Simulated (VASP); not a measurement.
# K3I2Br (P-3m1) in VASP: further runs, part 2 of 2

VASP 6.6.1. The steps go on from the part before.

## (5) Single point, LDA

This run uses another cell than the first one, of 42.05 Å³/atom.

INCAR

```
SYSTEM = K3I2Br
PREC = Accurate ; ENCUT = 520
EDIFF = 1E-6 ; ISMEAR = 0
SIGMA = 0.05 ; LREAL = .FALSE.
LASPH = .TRUE. ; NELM = 100
ALGO = Normal ; ISIF = 2
LWAVE = .FALSE. ; LCHARG = .FALSE.
NBANDS = 33
```

KPOINTS

```
Automatic mesh
0
G
  6 6 2
  0 0 0
```

POSCAR

```
K3I2Br
1.0
    4.8288000000      0.0000000000      0.0000000000
   -2.4144000000      4.1818634698      0.0000000000
    0.0000000000      0.0000000000     12.4935000000
K I Br
3 2 1
Direct
    0.0000000000      0.0000000000      0.5000000000
    0.3333333333      0.6666666667      0.1522746722
    0.6666666667      0.3333333333      0.8477253278
    0.3333333333      0.6666666667      0.6740014370
    0.6666666667      0.3333333333      0.3259985630
    0.0000000000      0.0000000000      0.0000000000
```

The run is started by

```
$ cat potpaw_LDA.64/K_sv/POTCAR potpaw_LDA.64/I/POTCAR potpaw_LDA.64/Br/POTCAR > POTCAR
$ mpirun -np 1 vasp_std > vasp.out
```

Run time: 77 s. Hardware: 1 thread of Intel Xeon Platinum 8488C (Sapphire Rapids), shared host; peak memory 0.33 GiB.

The run converged. Its results:

```yaml
Free_energy: -18.9677 eV
Pressure: -1.6 GPa
Band_gap_on_the_k_mesh: 3.38 eV
```

Stress tensor (GPa, compression positive):
```
-1.40  0.00  0.00
 0.00 -1.40  0.00
 0.00  0.00 -1.91
```

Levels at points of the mesh, in eV from the valence-band top:
```csv
k point,band 22,band 23,band 24,band 25,band 26,band 27
"(0.00, 0.00, 0.00)",-0.15,0.00,0.00,3.38,4.99,5.08
"(0.50, 0.00, 0.00)",-0.58,-0.33,-0.32,4.70,5.43,5.45
"(0.00, 0.00, 0.50)",-0.14,-0.02,-0.02,3.91,4.17,5.31
"(0.50, 0.00, 0.50)",-0.58,-0.33,-0.32,5.03,5.14,5.22
```

Caveat: spin-orbit coupling is left out, which moves the levels of the heavy elements.

## (6) Single point, LDA

This run uses another cell than the first one, of 42.49 Å³/atom.

INCAR

```
SYSTEM = K3I2Br
PREC = Accurate
ENCUT = 520
EDIFF = 1E-7
ISMEAR = 0
SIGMA = 0.05
LREAL = .False.
LASPH = .True.
NELM = 100
ALGO = Normal
ISIF = 2
LWAVE = .False.
LCHARG = .True.
GGA = CA
LELF = .True.
LVHAR = .True.
NBANDS = 33
```

KPOINTS

```
Automatic mesh
0
Gamma
  6 6 2
  0 0 0
```

POSCAR

```
K3I2Br
1.0
    4.9466000000      0.0000000000      0.0000000000
   -2.4733000000      4.2838812624      0.0000000000
    0.0000000000      0.0000000000     12.0308000000
K I Br
3 2 1
Direct
    0.0000000000      0.0000000000      0.5000000000
    0.3333333333      0.6666666667      0.1518977017
    0.6666666667      0.3333333333      0.8481022983
    0.3333333333      0.6666666667      0.6742648091
    0.6666666667      0.3333333333      0.3257351909
    0.0000000000      0.0000000000      0.0000000000
```

Potentials or basis: VASP PAW LDA potentials, release 64 (K_sv, I, Br).

The run is started by

```
$ cat potpaw_LDA.64/K_sv/POTCAR potpaw_LDA.64/I/POTCAR potpaw_LDA.64/Br/POTCAR > POTCAR
$ mpirun -np 1 vasp_std > vasp.out
```

OUTCAR:

```text
SYSTEM = K3I2Br
   PREC = Accurate
   ENCUT = 520
   EDIFF = 1E-7
   ISMEAR = 0
   LREAL = .False.
   LASPH = .True.
   NELM = 100
   ISIF = 2
   GGA = CA

 ion  position               nearest neighbor table
   1  0.000  0.000  0.500-   4 3.54   5 3.54   5 3.54   4 3.54   5 3.54   4 3.54
   2  0.333  0.667  0.152-   5 3.54   5 3.54   5 3.54
   3  0.667  0.333  0.848-   4 3.54   4 3.54   4 3.54
   4  0.333  0.667  0.674-   3 3.54   3 3.54   3 3.54   1 3.54   1 3.54   1 3.54
   5  0.667  0.333  0.326-   2 3.54   2 3.54   2 3.54   1 3.54   1 3.54   1 3.54
   6  0.000  0.000  0.000-

  LATTYP: Found a hexagonal cell.
 ALAT       =     4.9466000000
 C/A-ratio  =     2.4321352040

  Lattice vectors:

 A1 = (   4.9466000000,   0.0000000000,   0.0000000000)
 A2 = (  -2.4733000000,   4.2838812624,   0.0000000000)
 A3 = (   0.0000000000,   0.0000000000,  12.0308000000)

Analysis of symmetry for initial positions (statically):
=====================================================================
 Subroutine PRICEL returns:
[... 172 lines left out ...]
 cond. band min:       2.5138407932   @ k =   0.0000   0.0000   0.0000
 fundamental gap:      3.4681193944
 Fermi energy:        -0.7384519926

 k-point     1 :       0.0000    0.0000    0.0000
  band No.  band energies     occupation
      1     -29.1243      2.00000
      2     -29.1213      2.00000
      3     -29.0829      2.00000
      4     -13.8511      2.00000
      5     -12.9472      2.00000
      6     -12.8436      2.00000
[... 493 lines left out ...]
     32       6.0309      0.00000
     33       6.0309      0.00000

------------------------ aborting loop because EDIFF is reached ----------------------------------------

  FORCE on cell =-STRESS in cart. coord.  units (eV):
  Direction    XX          YY          ZZ          XY          YZ          ZX
  --------------------------------------------------------------------------------------
  -------------------------------------------------------------------------------------
  Total       -2.6740769     -2.6740769     -2.5183018      0.0000000      0.0000000      0.0000000
  in kB      -16.8052797    -16.8052797    -15.8263085      0.0000000      0.0000000      0.0000000
  external PRESSURE =     -16.4789560 kB  Pullay stress =       0.0000000 kB

 VOLUME and BASIS-vectors are now :
 -----------------------------------------------------------------------------
  energy-cutoff  :      520.00
  volume of cell :      254.94
      direct lattice vectors                 reciprocal lattice vectors
     4.946600000  0.000000000  0.000000000     0.202159059  0.116716587  0.000000000
    -2.473300000  4.283881262  0.000000000     0.000000000  0.233433174  0.000000000
     0.000000000  0.000000000 12.030800000     0.000000000  0.000000000  0.083119992

 POSITION                                       TOTAL-FORCE (eV/Angst)
 -----------------------------------------------------------------------------------
      0.00000      0.00000      6.01540        -0.000000      0.000000      0.000000
     -0.00000      2.85592      1.82745         0.000000      0.000000     -0.001120
      2.47330      1.42796     10.20335         0.000000     -0.000000      0.001120
     -0.00000      2.85592      8.11195         0.000000     -0.000000     -0.000376
      2.47330      1.42796      3.91885        -0.000000      0.000000      0.000376
      0.00000      0.00000      0.00000        -0.000000      0.000000      0.000000
 -----------------------------------------------------------------------------------
    total drift:                                0.000000     -0.000000      0.000000

  FREE ENERGIE OF THE ION-ELECTRON SYSTEM (eV)
  ---------------------------------------------------
  free  energy   TOTEN  =       -18.9540448865 eV

  energy  without entropy=      -18.9540448865  energy(sigma->0) =      -18.95404489
```

OSZICAR:

```text
N       E                     dE             d eps       ncg     rms          rms(c)
DAV:   1     0.335735167004E+03    0.33574E+03   -0.19749E+04   924   0.121E+03
DAV:   2     0.102958568397E+02   -0.32544E+03   -0.31278E+03  1242   0.326E+02
DAV:   3    -0.183953940968E+02   -0.28691E+02   -0.28601E+02  1384   0.757E+01
DAV:   4    -0.193328438261E+02   -0.93745E+00   -0.93493E+00  1439   0.160E+01
DAV:   5    -0.193772403236E+02   -0.44396E-01   -0.44392E-01  1360   0.244E+00    0.531E+00
DAV:   6    -0.190103653856E+02    0.36687E+00   -0.53010E-01  1152   0.285E+00    0.377E+00
DAV:   7    -0.189541695444E+02    0.56196E-01   -0.48286E-01  1152   0.248E+00    0.130E+00
DAV:   8    -0.189536653906E+02    0.50415E-03   -0.10539E-01  1303   0.141E+00    0.257E-01
DAV:   9    -0.189538017038E+02   -0.13631E-03   -0.39901E-03  1192   0.271E-01    0.119E-01
DAV:  10    -0.189540187487E+02   -0.21704E-03   -0.95006E-04  1248   0.114E-01    0.495E-02
DAV:  11    -0.189540424820E+02   -0.23733E-04   -0.20240E-04  1248   0.591E-02    0.231E-02
DAV:  12    -0.189540430357E+02   -0.55372E-06   -0.23440E-05  1192   0.242E-02    0.894E-03
DAV:  13    -0.189540445618E+02   -0.15261E-05   -0.29229E-06  1392   0.717E-03    0.298E-03
DAV:  14    -0.189540448481E+02   -0.28632E-06   -0.28321E-07  1064   0.228E-03    0.123E-03
DAV:  15    -0.189540448865E+02   -0.38419E-07   -0.66338E-08   840   0.142E-03
   1 F= -.18954045E+02 E0= -.18954045E+02  d E =-.644988E-11
```

stdout:

```text
POSCAR found type information on POSCAR K I Br
 POSCAR found :  3 types and       6 ions
 scaLAPACK will be used
 LDA part: xc-table for (Slater(with rela. corr.)+CA(PZ))
 , standard interpolation
 POSCAR, INCAR and KPOINTS ok, starting setup
 FFT: planning ... GRIDC
 FFT: planning ... GRID_SOFT
 FFT: planning ... GRID
 WAVECAR not read
 entering main loop
```

Run time: 2 min. Hardware: 1 thread of Intel Xeon Platinum 8488C (Sapphire Rapids), shared host; peak memory 0.36 GiB.

What came out:

```
Free energy            : -18.9540 eV
Pressure               : -1.6 GPa
Band gap on the k mesh : 3.47 eV
```

Levels at points of the mesh, in eV from the valence-band top:
| k point | band 20 | band 21 | band 22 | band 23 | band 24 | band 25 | band 26 | band 27 | band 28 | band 29 |
| --- | --- | --- | --- | --- | --- | --- | --- | --- | --- | --- |
| (0.00, 0.00, 0.00) | -0.18 | -0.18 | -0.16 | 0.00 | 0.00 | 3.47 | 5.07 | 5.11 | 6.37 | 6.42 |
| (0.50, 0.00, 0.00) | -0.76 | -0.49 | -0.44 | -0.30 | -0.30 | 4.81 | 5.53 | 5.54 | 5.68 | 6.57 |
| (0.00, 0.00, 0.50) | -0.48 | -0.16 | -0.16 | -0.02 | -0.02 | 4.02 | 4.26 | 5.33 | 6.06 | 6.68 |
| (0.50, 0.00, 0.50) | -0.85 | -0.53 | -0.42 | -0.30 | -0.30 | 5.15 | 5.26 | 5.31 | 5.85 | 6.21 |

Caveat: spin-orbit coupling is left out, which moves the levels of the heavy elements.

## (7) Single point, LDA

This run uses another cell than the first one, of 44.12 Å³/atom.

INCAR

```
  PREC = Accurate
  ENCUT = 520
  EDIFF = 1E-7
  ISMEAR = 0
  SIGMA = 0.05
  LREAL = F
  LASPH = T
  NELM = 60
  ALGO = Normal
  ISIF = 2
  LWAVE = F
  LCHARG = T
  GGA = CA
  LELF = T
  LVHAR = T
  NBANDS = 33
```

KPOINTS

```
Automatic mesh
0
Gamma
  6 6 2
```

POSCAR

```
K3I2Br
1.0
    4.9466000000      0.0000000000      0.0000000000
   -2.4733000000      4.2838812624      0.0000000000
    0.0000000000      0.0000000000     12.4935000000
K I Br
3 2 1
Direct
    0.0000000000      0.0000000000      0.5000000000
    0.3333333333      0.6666666667      0.1527499137
    0.6666666667      0.3333333333      0.8472500863
    0.3333333333      0.6666666667      0.6738059129
    0.6666666667      0.3333333333      0.3261940871
    0.0000000000      0.0000000000      0.0000000000
```

Potentials or basis: VASP PAW LDA potentials, release 64 (K_sv, I, Br).

The run is started by

```
$ cat potpaw_LDA.64/K_sv/POTCAR potpaw_LDA.64/I/POTCAR potpaw_LDA.64/Br/POTCAR > POTCAR
$ mpirun -np 1 vasp_std > vasp.out
```

OUTCAR:

```text
PREC = Accurate
   ENCUT = 520
   EDIFF = 1E-7
   ISMEAR = 0
   LREAL = F
   LASPH = T
   NELM = 60
   ISIF = 2
   GGA = CA

 ion  position               nearest neighbor table
   1  0.000  0.000  0.500-   4 3.59   5 3.59   5 3.59   4 3.59   5 3.59   4 3.59
   2  0.333  0.667  0.153-   5 3.58   5 3.58   5 3.58
   3  0.667  0.333  0.847-   4 3.58   4 3.58   4 3.58
   4  0.333  0.667  0.674-   3 3.58   3 3.58   3 3.58   1 3.59   1 3.59   1 3.59
   5  0.667  0.333  0.326-   2 3.58   2 3.58   2 3.58   1 3.59   1 3.59   1 3.59
[... 700 lines left out ...]
  -------------------------------------------------------------------------------------
  Total       -3.0402172     -3.0402172     -3.4737157      0.0000000      0.0000000     -0.0000000
  in kB      -18.3986879    -18.3986879    -21.0221202      0.0000000      0.0000000     -0.0000000
  external PRESSURE =     -19.2731654 kB  Pullay stress =       0.0000000 kB

 VOLUME and BASIS-vectors are now :
 -----------------------------------------------------------------------------
  energy-cutoff  :      520.00
  volume of cell :      264.75
      direct lattice vectors                 reciprocal lattice vectors
     4.946600000  0.000000000  0.000000000     0.202159059  0.116716587  0.000000000
    -2.473300000  4.283881262  0.000000000     0.000000000  0.233433174  0.000000000
     0.000000000  0.000000000 12.493500000     0.000000000  0.000000000  0.080041622

 POSITION                                       TOTAL-FORCE (eV/Angst)
 -----------------------------------------------------------------------------------
      0.00000      0.00000      6.24675        -0.000000      0.000000      0.000000
     -0.00000      2.85592      1.90838        -0.000000     -0.000000     -0.001140
      2.47330      1.42796     10.58512        -0.000000      0.000000      0.001140
     -0.00000      2.85592      8.41819         0.000000      0.000000     -0.000415
      2.47330      1.42796      4.07531         0.000000      0.000000      0.000415
      0.00000      0.00000      0.00000        -0.000000      0.000000      0.000000
 -----------------------------------------------------------------------------------
    total drift:                                0.000000     -0.000000      0.000000

  FREE ENERGIE OF THE ION-ELECTRON SYSTEM (eV)
  ---------------------------------------------------
  free  energy   TOTEN  =       -18.8419449285 eV

  energy  without entropy=      -18.8419449285  energy(sigma->0) =      -18.84194493
```

stdout:

```text
POSCAR found type information on POSCAR K I Br
 POSCAR found :  3 types and       6 ions
 scaLAPACK will be used
 LDA part: xc-table for (Slater(with rela. corr.)+CA(PZ))
 , standard interpolation
 POSCAR, INCAR and KPOINTS ok, starting setup
 FFT: planning ... GRIDC
 FFT: planning ... GRID_SOFT
 FFT: planning ... GRID
 WAVECAR not read
 entering main loop
```

It took 2.2 min on 1 thread of Intel Xeon Platinum 8488C (Sapphire Rapids), shared host; peak memory 0.37 GiB.

Results:

| Property | Result |
| --- | --- |
| Free energy | -18.8419 eV |
| Pressure | -1.9 GPa |
| Band gap on the k mesh | 3.34 eV |

Stress tensor (GPa, compression positive):
```
-1.84  0.00  0.00
 0.00 -1.84  0.00
 0.00  0.00 -2.10
```

Caveat: spin-orbit coupling is left out, which moves the levels of the heavy elements.

## (8) Summary

| cell | gap on the mesh (eV) | pressure (GPa) |
| --- | --- | --- |
| a = 4.711, b = 4.711, c = 12.493 Å, angles 90.0, 90.0, 120.0°, 6 atoms, atomic positions A | 3.41 | -1.1 |
| a = 4.829, b = 4.829, c = 12.031 Å, angles 90.0, 90.0, 120.0°, 6 atoms, atomic positions B | 3.52 | -1.2 |
| a = 4.947, b = 4.947, c = 11.568 Å, angles 90.0, 90.0, 120.0°, 6 atoms, atomic positions C | 3.59 | -1.3 |
| a = 4.829, b = 4.829, c = 12.493 Å, angles 90.0, 90.0, 120.0°, 6 atoms, atomic positions D | 3.38 | -1.6 |
| a = 4.947, b = 4.947, c = 12.031 Å, angles 90.0, 90.0, 120.0°, 6 atoms, atomic positions E | 3.47 | -1.6 |
| a = 4.947, b = 4.947, c = 12.493 Å, angles 90.0, 90.0, 120.0°, 6 atoms, atomic positions F | 3.34 | -1.9 |

Alike in all rows: task single point; level LDA; potentials or basis VASP PAW LDA potentials, release 64 (K_sv, I, Br); no spin polarisation; k mesh 6 × 6 × 2; cutoff (eV) 520; smearing gaussian 0.05 eV.

Caveats: spin-orbit coupling is left out, which moves the levels of the heavy elements.

Absolute energies hang on the potentials; compare differences alone.
